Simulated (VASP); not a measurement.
# CoSi2 in VASP: a series of runs

Runs on CoSi2. Level: PBE+D3(BJ). Tasks: single point.

Everything below comes from runs of VASP 6.6.1. Logs are shortened: lines on timing, memory, paths and dates and some standing lists are left out, and cuts for length are marked.

## Step 1: The cell of the first run

The cell holds a slab with vacuum, 6 atoms: a = 3.751 Å, b = 3.751 Å, c = 18.594 Å, α = 90.00°, β = 90.00°, γ = 120.00°.

## Step 2: Single point, PBE+D3(BJ)

Input file INCAR:

```
PREC = Accurate ; ENCUT = 520
EDIFF = 1E-6 ; ISMEAR = 0
SIGMA = 0.1 ; LREAL = F
LASPH = T ; NELM = 100
ALGO = Normal ; ISIF = 2
LWAVE = F ; LCHARG = T
LDIPOL = T ; IDIPOL = 3
DIPOL = 0.5 0.5 0.499 ; GGA = PE
IVDW = 12 ; LELF = T
LVHAR = T ; LVACPOTAV = T
NBANDS = 26
```

Input file KPOINTS:

```
regular mesh
0
Gamma
  9 9 1
```

Input file POSCAR:

```
CoSi2
1.0
    3.7509472838      0.0000000000      0.0000000000
   -1.8754736419      3.2484156361      0.0000000000
    0.0000000000      0.0000000000     18.5939534487
Si Co
4 2
Direct
    0.0000000000      0.0000000000      0.3764664690
    0.3333333333      0.6666666667      0.4588221563
    0.6666666667      0.3333333333      0.5397313856
    0.0000000000      0.0000000000      0.6197392518
    0.6666666667      0.3333333333      0.4176443127
    0.3333333333      0.6666666667      0.5832465513
```

Potentials or basis: VASP PAW PBE potentials, release 64 (Si, Co).

On the command line:

```sh
> cat potpaw_PBE.64/Si/POTCAR potpaw_PBE.64/Co/POTCAR > POTCAR
> mpirun -np 1 vasp_std > vasp.out
```

OUTCAR:

```text
PREC = Accurate
   ENCUT = 520
   EDIFF = 1E-6
   ISMEAR = 0
   LREAL = F
   LASPH = T
   NELM = 100
   ISIF = 2
   GGA = PE
   IVDW = 12
 IVDW          = 12

 ion  position               nearest neighbor table
   1  0.000  0.000  0.376-   5 2.30   5 2.30   5 2.30   2 2.65   2 2.65   2 2.65
   2  0.333  0.667  0.459-   5 2.30   5 2.30   5 2.30   6 2.31   3 2.64   3 2.64   3 2.64   1 2.65
                             1 2.65   1 2.65
   3  0.667  0.333  0.540-   5 2.27   6 2.31   6 2.31   6 2.31   4 2.63   4 2.63   4 2.63   2 2.64
                             2 2.64   2 2.64
   4  0.000  0.000  0.620-   6 2.27   6 2.27   6 2.27   3 2.63   3 2.63   3 2.63
   5  0.667  0.333  0.418-   3 2.27   2 2.30   2 2.30   2 2.30   1 2.30   1 2.30   1 2.30
   6  0.333  0.667  0.583-   4 2.27   4 2.27   4 2.27   3 2.31   3 2.31   3 2.31   2 2.31

  LATTYP: Found a hexagonal cell.
 ALAT       =     3.7509472838
 C/A-ratio  =     4.9571353692

  Lattice vectors:

 A1 = (   3.7509472838,   0.0000000000,   0.0000000000)
 A2 = (  -1.8754736419,   3.2484156361,   0.0000000000)
 A3 = (   0.0000000000,   0.0000000000,  18.5939534487)

Analysis of symmetry for initial positions (statically):
=====================================================================
 Subroutine PRICEL returns:
 Original cell was already a primitive cell.

 Routine SETGRP: Setting up the symmetry group for a
 hexagonal supercell.

 Subroutine GETGRP returns: Found  6 space group operations
 (whereof  6 operations were pure point group operations)
 out of a pool of 24 trial point group operations.

The static configuration has the point symmetry C_3v.

Analysis of symmetry for dynamics (positions and initial velocities):
=====================================================================
 Subroutine PRICEL returns:
 Original cell was already a primitive cell.

 Routine SETGRP: Setting up the symmetry group for a
 hexagonal supercell.

 Subroutine GETGRP returns: Found  6 space group operations
 (whereof  6 operations were pure point group operations)
 out of a pool of 24 trial point group operations.

The dynamic configuration has the point symmetry C_3v.

 Subroutine INISYM returns: Found  6 space group operations
 (whereof  6 operations are pure point group operations),
 and found     1 'primitive' translations

----------------------------------------------------------------------------------------

                                     Primitive cell

  volume of cell :     226.5606

  direct lattice vectors                    reciprocal lattice vectors
     3.750947284  0.000000000  0.000000000     0.266599321  0.153921190  0.000000000
    -1.875473642  3.248415636  0.000000000     0.000000000  0.307842380  0.000000000
     0.000000000  0.000000000 18.593953449     0.000000000  0.000000000  0.053780924

  length of vectors
     3.750947284  3.750947284 18.593953449     0.307842380  0.307842380  0.053780924

  position of ions in fractional coordinates (direct lattice)
     0.000000000  0.000000000  0.376466469
     0.333333333  0.666666667  0.458822156
     0.666666667  0.333333333  0.539731386
     0.000000000  0.000000000  0.619739252
     0.666666667  0.333333333  0.417644313
     0.333333333  0.666666667  0.583246551

  ion indices of the primitive-cell ions
   primitive index   ion index
                 1           1
                 2           2
                 3           3
                 4           4
                 5           5
                 6           6

----------------------------------------------------------------------------------------

 KPOINTS: regular mesh

Automatic generation of k-mesh.
 Grid dimensions read from file:
 generate k-points for:    9    9    1

 Generating k-lattice:

  Cartesian coordinates                     Fractional coordinates (reciprocal lattice)
     0.029622147  0.017102354  0.000000000     0.111111111 -0.000000000  0.000000000
     0.000000000  0.034204709  0.000000000     0.000000000  0.111111111  0.000000000
     0.000000000  0.000000000  0.053780924     0.000000000  0.000000000  1.000000000

  Length of vectors
     0.034204709  0.034204709  0.053780924

  Shift w.r.t. Gamma in fractional coordinates (k-lattice)
     0.000000000  0.000000000  0.000000000

 Subroutine IBZKPT returns following result:
 ===========================================

 Found     12 irreducible k-points:

 Following reciprocal coordinates:
            Coordinates               Weight
  0.000000  0.000000  0.000000      1.000000
  0.111111  0.000000  0.000000      6.000000
  0.222222  0.000000  0.000000      6.000000
  0.333333  0.000000  0.000000      6.000000
  0.444444  0.000000  0.000000      6.000000
  0.111111  0.111111  0.000000      6.000000
  0.222222  0.111111  0.000000     12.000000
  0.333333  0.111111  0.000000     12.000000
  0.444444  0.111111  0.000000      6.000000
  0.222222  0.222222  0.000000      6.000000
  0.333333  0.222222  0.000000     12.000000
  0.333333  0.333333  0.000000      2.000000
   k-points           NKPTS =     12   k-points in BZ     NKDIM =     12   number of bands    NBANDS=     26
   number of dos      NEDOS =    301   number of ions     NIONS =      6
   total plane-waves  NPLWV = 109760
   dimension x,y,z NGX =    28 NGY =   28 NGZ =  140
   dimension x,y,z NGXF=    56 NGYF=   56 NGZF=  280
   ions per type =               4   2
   NGX,Y,Z   is equivalent  to a cutoff of  12.41, 12.41, 12.52 a.u.
   NGXF,Y,Z  is equivalent  to a cutoff of  24.82, 24.82, 25.03 a.u.
 SYSTEM =  unknown system
   PREC   = accura    normal or accurate (medium, high low for compatibility)
   ISTART =      0    job   : 0-new  1-cont  2-samecut
   ICHARG =      2    charge: 1-file 2-atom 10-const
   ISPIN  =      1    spin polarized calculation?
   LNONCOLLINEAR =      F non collinear calculations
   LSORBIT =      F    spin-orbit coupling
   LASPH  =      T    aspherical Exc in radial PAW
   ENCUT  =  520.0 eV  38.22 Ry    6.18 a.u.   6.97  6.97 34.57*2*pi/ulx,y,z
   NELM   =    100;   NELMIN=  2; NELMDL= -5     # of ELM steps
   EDIFF  = 0.1E-05   stopping-criterion for ELM
   LREAL  =      F    real-space projection
   EDIFFG = 0.1E-04   stopping-criterion for IOM
   NSW    =      0    number of steps for IOM
   IBRION =     -1    ionic relax: 0-MD 1-quasi-New 2-CG
   NFREE  =      0    steps in history (QN), initial steepest desc. (CG)
   ISIF   =      2    stress and relaxation
   ISYM   =      2    0-nonsym 1-usesym 2-fastsym
   POTIM  = 0.5000    time-step for ionic-motion
   TEBEG  =    0.0;   TEEND  =   0.0 temperature during run
   PSTRESS=    0.0 pullay stress
   NELECT =      34.0000    total number of electrons
   NUPDOWN=      -1.0000    fix difference up-down
   EMIN   =  10.00;   EMAX   =-10.00  energy-range for DOS
   EFERMI =   0.00;   METHOD = LEGACY
   ISMEAR =     0;   SIGMA  =   0.10  broadening in eV -4-tet -1-fermi 0-gaus
   EFERMI_NEDOS =   21; number of points for ismear=-14 and -15
   IALGO  =     38    algorithm
   IMIX   =      4    mixing-type and parameters
     AMIX     =   0.40;   BMIX     =  1.00
     AMIX_MAG =   1.60;   BMIX_MAG =  1.00
  volume/ion in A,a.u.               =      37.76       254.82
  Fermi-wavevector in a.u.,A,eV,Ry     =   0.869974  1.644013 10.297639  0.756855
  Thomas-Fermi vector in A             =   1.988873
   LORBIT       =      0    0 simple, 1 ext, 2 COOP (PROOUT), +10 PAW based schemes
   GGA     = PE    functional components
   LHFCALC =     F    Hartree Fock is set to
   AEXX    =    0.0000 exact exchange contribution
   IVDW    =    12    specifies the selected vdW correction
   LEPSILON=     F    determine dielectric tensor
   LRPA    =     F    only Hartree local field effects (RPA)
 non-spin polarized calculation
 Gauss-broadening in eV      SIGMA  =   0.10
  energy-cutoff  :      520.00
  volume of cell :      226.56
 maximum number of plane-waves:      6133
 NGX is ok and might be reduce to    28
   NGX = 13   NGY = 13   NGZ = 69

 dipolmoment           0.000000      0.000000     -0.004135 electrons x Angstroem

 number of electron      33.9999998 magnetization

 dipolmoment           0.000000      0.000000      0.008162 electrons x Angstroem

 Free energy of the ion-electron system (eV)
  ---------------------------------------------------
  ext. energy  EPLUGINS =         0.00000000
  ---------------------------------------------------
  free energy    TOTEN  =       -36.40693434 eV

  energy without entropy =      -36.38613112  energy(sigma->0) =      -36.39653273

 E-fermi :   0.0959     XC(G=0):  -4.9467

 val. band max:        0.0865259847   @ k =   0.2222   0.0000   0.0000
 cond. band min:       0.1320753771   @ k =   0.3333   0.2222   0.0000
 fundamental gap:      0.0455493924
 Fermi energy:         0.0958642763

 k-point     1 :       0.0000    0.0000    0.0000
  band No.  band energies     occupation
      1     -12.4573      2.00000
      2     -10.4173      2.00000
      3      -7.0449      2.00000
      4      -3.7238      2.00000
      5      -3.7238      2.00000
      6      -3.4727      2.00000
[... 18 lines left out ...]
     25       4.2099      0.00000
     26       4.4514      0.00000

 k-point     2 :       0.1111    0.0000    0.0000
  band No.  band energies     occupation
      1     -12.2892      2.00000
      2     -10.2496      2.00000
      3      -6.9556      2.00000
      4      -4.3278      2.00000
      5      -3.7142      2.00000
      6      -3.6846      2.00000
[... 18 lines left out ...]
     25       5.0391      0.00000
     26       5.0921      0.00000

 k-point     3 :       0.2222    0.0000    0.0000
  band No.  band energies     occupation
      1     -11.7907      2.00000
      2      -9.7576      2.00000
      3      -6.7638      2.00000
      4      -5.3225      2.00000
      5      -4.2596      2.00000
      6      -3.6672      2.00000
[... 224 lines left out ...]
 k-point    11 :       0.3333    0.2222    0.0000
  band No.  band energies     occupation
      1      -9.4734      2.00000
      2      -8.2477      2.00000
      3      -7.5420      2.00000
      4      -7.1159      2.00000
      5      -5.2395      2.00000
      6      -4.4126      2.00000
[... 18 lines left out ...]
     25       5.9058      0.00000
     26       7.0687      0.00000

 k-point    12 :       0.3333    0.3333    0.0000
  band No.  band energies     occupation
      1      -8.5454      2.00000
      2      -8.5125      2.00000
      3      -7.9004      2.00000
      4      -7.1691      2.00000
      5      -5.0196      2.00000
      6      -4.9761      2.00000
[... 18 lines left out ...]
     25       6.3852      0.00000
     26       7.2434      0.00000

------------------------ aborting loop because EDIFF is reached ----------------------------------------

 Edisp (eV)   -1.79310

 E8    (eV) :    -0.7935

  FORCE on cell =-STRESS in cart. coord.  units (eV):
  Direction    XX          YY          ZZ          XY          YZ          ZX
  --------------------------------------------------------------------------------------
  -------------------------------------------------------------------------------------
  Total      -1.63393    -1.63393    -0.18547     0.00000    -0.00000     0.00000
  in kB     -11.55470   -11.55470    -1.31156     0.00000    -0.00000     0.00000
  external pressure =       -8.14 kB  Pullay stress =        0.00 kB

 VOLUME and BASIS-vectors are now :
 -----------------------------------------------------------------------------
  energy-cutoff  :      520.00
  volume of cell :      226.56
      direct lattice vectors                 reciprocal lattice vectors
     3.750947284  0.000000000  0.000000000     0.266599321  0.153921190  0.000000000
    -1.875473642  3.248415636  0.000000000     0.000000000  0.307842380  0.000000000
     0.000000000  0.000000000 18.593953449     0.000000000  0.000000000  0.053780924

 POSITION                                       TOTAL-FORCE (eV/Angst)
 -----------------------------------------------------------------------------------
      0.00000      0.00000      7.00000        -0.000000     -0.000000      0.434527
     -0.00000      2.16561      8.53132         0.000000      0.000000      0.194801
      1.87547      1.08281     10.03574         0.000000     -0.000000     -0.009280
      0.00000      0.00000     11.52340         0.000000     -0.000000     -0.005455
      1.87547      1.08281      7.76566         0.000000     -0.000000     -0.637164
     -0.00000      2.16561     10.84486        -0.000000      0.000000      0.022571
 -----------------------------------------------------------------------------------
    total drift:                                0.000000     -0.000000      0.000279

  FREE ENERGIE OF THE ION-ELECTRON SYSTEM (eV)
  ---------------------------------------------------
  free  energy   TOTEN  =       -38.2000298362 eV

  energy  without entropy=      -38.1792266188  energy(sigma->0) =      -38.18962823

 vacuum level on the upper side and lower side of the slab         5.149         5.028
```

Run time: 2 min. Hardware: 1 thread of Intel Xeon Platinum 8488C (Sapphire Rapids), shared host; peak memory 0.33 GiB.

What came out:

```
Free energy                : -38.2000 eV
Largest force              : 0.637 eV/Å
Band gap on the k mesh     : zero (band 17 reaches 2.25 eV, above the bottom of band 18 at -0.30 eV)
Dispersion energy per atom : -0.299 eV
```

Forces on the atoms (eV/Å):
```
Si   0.000  0.000  0.435
Si   0.000  0.000  0.195
Si   0.000  0.000 -0.009
Si   0.000  0.000 -0.005
Co   0.000  0.000 -0.637
Co   0.000  0.000  0.023
```

Levels at points of the mesh, in eV from the Fermi level:
```tsv
k point	band 13	band 14	band 15	band 16	band 17	band 18	band 19	band 20	band 21	band 22
(0.00, 0.00, 0.00)	-1.50	-1.01	0.99	0.99	2.15	2.58	2.92	2.92	3.12	4.05
```

Spin polarisation is off, so any magnetic state and its effect on volume and gap are missing.

[end of part 1 of 2]
